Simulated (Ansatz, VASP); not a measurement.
## One calculation of Li2ZrO2, two programs

Contents of INCAR:

```
PREC     = Accurate       # precision mode
ENCUT    = 600            # plane-wave cutoff, eV
EDIFF    = 1E-6           # SCF threshold, eV
ISMEAR   = 0              # smearing method
SIGMA    = 0.1            # smearing width, eV
LREAL    = False          # projectors in reciprocal space
LASPH    = True           # aspherical terms in the spheres
NELM     = 100            # most SCF steps
ALGO     = Normal         # electronic algorithm
ISIF     = 3              # what is computed and relaxed
LWAVE    = False          # write WAVECAR
LCHARG   = False          # write CHGCAR
GGA      = PE             # functional
IBRION   = 2              # ionic algorithm
NSW      = 90             # ionic steps
EDIFFG   = -0.04          # ionic threshold
```

KPOINTS

```
Automatic mesh
0
Gamma
  8 8 8
```

POSCAR

```
Li2ZrO2
1.0
   -1.5976143800      1.5976143800      5.5325887300
    1.5976143800     -1.5976143800      5.5325887300
    1.5976143800      1.5976143800     -5.5325887300
Li Zr O
2 1 2
Direct
    0.3336443000      0.3336443000      0.0000000000
    0.6663557000      0.6663557000      0.0000000000
    0.0000000000      0.0000000000      0.0000000000
    0.2500000000      0.7500000000      0.5000000000
    0.7500000000      0.2500000000      0.5000000000
```

Input for Ansatz:

```yaml
crystal:
  lattice:
    - [-1.59761438, 1.59761438, 5.53258873]
    - [1.59761438, -1.59761438, 5.53258873]
    - [1.59761438, 1.59761438, -5.53258873]
  atoms:
    - { symbol: Li, position: [0.3336443, 0.3336443, 0.0] }
    - { symbol: Li, position: [0.6663557, 0.6663557, 0.0] }
    - { symbol: Zr, position: [0.0, 0.0, 0.0] }
    - { symbol: O, position: [0.25, 0.75, 0.5] }
    - { symbol: O, position: [0.75, 0.25, 0.5] }
basis:
  ecutwfc: 420
kpoints:
  mp_grid: { grid: [8, 8, 8] }
hamiltonian:
  xc: pbe
scf:
  occupations: { method: gaussian, width: 0.1 }
  lower_state_search: "off"
output:
  forces: true
  stress: true
  eigenvalues: true
relax:
  adjacent_minimum: "off"
  f_tol: 0.04
  max_steps: 70
  cell: { stress_tol: 0.4 }
```

Change from the starting cell: species swapped into the Ho2SbO2 type (I4/mmm, No. 139).

Alike in both runs: task relaxation of cell and atoms; functional PBE; k mesh 8 × 8 × 8; occupations gaussian, width 0.1 eV; no spin polarisation.

```csv
,VASP,Ansatz
version,VASP 6.6.1,Ansatz 0.2.0
potentials or method,"VASP PAW PBE potentials, release 64 (Li_sv, Zr_sv, O), cutoff 600 eV","scalar-relativistic, plane waves, PAW"
valence electrons in the cell,30,30
```

```csv
,VASP,Ansatz,Ansatz less VASP
"gap on the k mesh at the Fermi level, each at its own relaxed structure (eV)",none,none,-
relaxed volume (Å³/atom),9.47,9.44,-0.027
relaxed cell length with the largest relative difference (Å),4.400,4.394,-0.0062
```

A gap of «none» marks a metal or a gap that the smearing closes.

Noted on VASP's run: the cutoff is short for stress, so the pressure is rough; the volume moved by over 15 % at a fixed basis, so the end points are rough.
